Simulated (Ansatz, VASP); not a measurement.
One calculation of SrTiO3, two programs

```xyz
5
Lattice="3.8253 0.0000 0.0000 0.0000 3.8253 0.0000 0.0000 0.0000 3.8253" Properties=species:S:1:pos:R:3 pbc="T T T"
Sr    0.0000    0.0000    0.0000
Ti    1.9126    1.9126    1.9126
O     0.0000    1.9126    1.9126
O     1.9126    0.0000    1.9126
O     1.9126    1.9126    0.0000
```

Change from the starting cell: volume scaled by 0.94, crystal datasets.

Alike in both runs: task electric field gradients; functional PBE; k mesh 7 × 7 × 7; occupations fermi-dirac, width 0.05 eV; no spin polarisation.

|  | VASP | Ansatz |
| --- | --- | --- |
| version | VASP 6.6.1 | Ansatz 0.2.0 |
| potentials or method | VASP PAW PBE potentials, release 64 (Sr_sv, Ti_sv, O), cutoff 520 eV | all-electron PAW with datasets made for the crystal, scalar-relativistic |

```csv
,VASP,Ansatz,Ansatz less VASP
gap on the k mesh at the Fermi level (eV),2.04,2.07,+0.028
pressure (GPa),18.5,17.6,-0.83
size of Vzz on the site where it differs most (V/Å²),5.0,6.0,+0.95
```

Ansatz ran all-electron here, and VASP with PAW potentials.
